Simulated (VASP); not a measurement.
Write the native input for VASP 6.6.1 that does the following.

```yaml
Task: single point
Functional: PBE
Potentials_or_basis: VASP PAW PBE potentials, release 64 (Na_pv)
Cutoff: 520 eV
k_mesh: 14 × 14 × 14
Occupations: gaussian, width 0.1 eV
Spin: no spin polarisation
Dipole_correction: no
Further_INCAR_settings: ALGO = Normal; EDIFF = 1e-06; NBANDS = 10
```

The structure of Na lies in POSCAR:

```
Na
1.0
   -2.1359940822      2.1359940822      2.1359940822
    2.1359940822     -2.1359940822      2.1359940822
    2.1359940822      2.1359940822     -2.1359940822
Na
1
Direct
    0.0000000000      0.0000000000      0.0000000000
```

This cell differs from its parent crystal: volume scaled by 1.06.

One way to write it, as run:

INCAR

```
SYSTEM = Na
PREC = Accurate
ENCUT = 520
EDIFF = 1E-6
ISMEAR = 0
SIGMA = 0.1
LREAL = .False.
LASPH = .True.
NELM = 80
ALGO = Normal
ISIF = 2
LWAVE = .False.
LCHARG = .False.
GGA = PE
NBANDS = 10
```

KPOINTS

```
regular mesh
0
Gamma
  14 14 14
  0 0 0
```

Potentials or basis: VASP PAW PBE potentials, release 64 (Na_pv).

The run is started by

```bash
$ cat potpaw_PBE.64/Na_pv/POTCAR > POTCAR
$ mpirun -np 1 vasp_std > vasp.out
```

Results of the run:

```json
{"Pressure": "-0.4 GPa"}
```

Wall time 18 s on 1 thread of Intel(R) Xeon(R) Platinum 8375C CPU @ 2.90GHz (Ice Lake), with other jobs on the host, peak memory 0.16 GiB.
